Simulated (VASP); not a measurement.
Crystal: Si5Ge.

```xyz
6
Lattice="4.9383 0.0000 0.0000 -2.4692 4.2767 0.0000 0.0000 0.0000 4.5107" Properties=species:S:1:pos:R:3 pbc="T T T"
Si    0.8231    1.4256    0.0000
Si   -1.6461    2.8511    0.0000
Si    3.2922    0.0000    0.0000
Si    2.4692    1.4256    2.2553
Si    0.0000    2.8511    2.2553
Ge    0.0000    0.0000    2.2553
```

```yaml
Program: VASP 6.6.1
Task: relaxation of cell and atoms
Functional: PBE
Potentials_or_basis: VASP PAW PBE potentials, release 64 (Si, Ge_d)
Cutoff: 600 eV
k_mesh: 12 × 12 × 8
Occupations: gaussian, width 0.1 eV
Spin: no spin polarisation
```

At the start: pressure -2.5 GPa; volume 15.88 Å³/atom.

Problem. Where does the relaxation end?

Solution. Over 31 steps the energy falls by 17.2 meV/atom and the volume is 15.52 Å³/atom (-2.3 %); space group P-62m (No. 189, to 0.1 Å) before and after.

The path:
| step | energy change (eV) | largest force (eV/Å) | pressure (GPa) | volume (Å³) |
| --- | --- | --- | --- | --- |
| 1 | 0.0000 | 0.3141 | -2.53 | 95.26 |
| 2 | -0.0390 | 0.2929 | 0.08 | 91.84 |
| 3 | -0.0390 | 0.2847 | 1.01 | 90.96 |
| 4 | -0.0395 | 0.2881 | 0.75 | 91.31 |
| 5 | -0.0543 | 0.2313 | 0.66 | 91.35 |
| 6 | -0.0805 | 0.0807 | 0.65 | 91.47 |
| 7 | -0.0628 | 0.1666 | 1.19 | 91.71 |
| 8 | -0.0846 | 0.0082 | 0.67 | 91.55 |
| 9 | -0.0841 | 0.0165 | -0.72 | 93.31 |
| 10 | -0.0865 | 0.0032 | -0.04 | 92.34 |
| 11 | -0.0865 | 0.0029 | 0.05 | 92.32 |
| 12 | -0.0867 | 0.0050 | 0.02 | 92.34 |
| 13 | -0.0876 | 0.0084 | -0.01 | 92.39 |
| 14 | -0.0902 | 0.0181 | -0.03 | 92.50 |
| 15 | -0.0941 | 0.0524 | -0.13 | 92.69 |
| 16 | -0.0769 | 0.0930 | 0.09 | 92.96 |
| 17 | -0.0955 | 0.0604 | -0.16 | 92.73 |
| 18 | -0.0981 | 0.0889 | -0.06 | 92.86 |
| 19 | -0.0975 | 0.0767 | -0.13 | 92.79 |
| 20 | -0.0984 | 0.0844 | -0.13 | 92.83 |
| 21 | -0.0985 | 0.0870 | -0.10 | 92.84 |
| 22 | -0.0996 | 0.0735 | 0.12 | 92.70 |
| 23 | -0.1006 | 0.0558 | 0.32 | 92.52 |
| 24 | -0.1006 | 0.0195 | 0.66 | 92.16 |
| 25 | -0.1009 | 0.0401 | 0.36 | 92.36 |
| 26 | -0.1017 | 0.0330 | 0.26 | 92.56 |
| 27 | -0.1027 | 0.0196 | -0.01 | 92.94 |
| 28 | -0.1016 | 0.0058 | -0.55 | 93.72 |
| 29 | -0.1028 | 0.0120 | -0.26 | 93.17 |
| 30 | -0.1032 | 0.0006 | -0.12 | 93.12 |
| 31 | -0.1033 | 0.0027 | -0.08 | 93.11 |

Final structure:
```xyz
6
Lattice="4.9893 0.0000 0.0000 -2.4946 4.3209 0.0000 0.0000 0.0000 4.3193" Properties=species:S:1:pos:R:3 pbc="T T T"
Si    0.9217    1.5965    0.0000
Si   -1.5729    2.7244    0.0000
Si    0.6512    4.3209    0.0000
Si    2.4947    1.4403    2.1596
Si    0.0000    2.8806    2.1596
Ge    0.0000    0.0000    2.1596
```
